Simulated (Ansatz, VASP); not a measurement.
# One calculation of TaGa2, two programs

```
Ta Ga
1.0
    -1.60948    1.60948    4.80930
     1.60948   -1.60948    4.80930
     1.60948    1.60948   -4.80930
Ta Ga
1 2
Cartesian
  0.0000 0.0000 0.0000
  0.0000 0.0000 6.4743
  0.0000 0.0000 3.1443
```

Alike in both runs: functional PBE; k mesh 6 × 6 × 6; occupations gaussian, width 0.1 eV; no spin polarisation.

Ansatz relaxed the structure, and its values are those at the end. VASP's run is a single point on that final structure, the one shown.

|  | VASP | Ansatz |
| --- | --- | --- |
| version | VASP 6.6.1 | Ansatz 0.2.0 |
| potentials or method | VASP PAW PBE potentials, release 64 (Ta_pv, Ga_d), cutoff 520 eV | scalar-relativistic, plane waves, PAW |
| valence electrons in the cell | 37 | 39 |

VASP gave:

| Item | Value |
| --- | --- |
| gap on the k mesh at the Fermi level (eV) | none |
| pressure (GPa) | 0.3 |
| rms of the force components (eV/Å) | 0.005 |

**Question.** What did Ansatz give for the same quantities?

**Answer.** gap on the k mesh at the Fermi level (eV): none; pressure (GPa): 0.1; rms of the force components (eV/Å): 0.004.

A gap of «none» marks a metal or a gap that the smearing closes. The functional is the same, so the differences come from potentials, cutoffs and numerics. VASP's potentials hold 37 valence electrons a cell and Ansatz's 39, so a difference there can come from the potentials and not from the codes.

The k mesh is coarse, so the values compare programs but aren't converged. Spin-orbit coupling is off throughout.
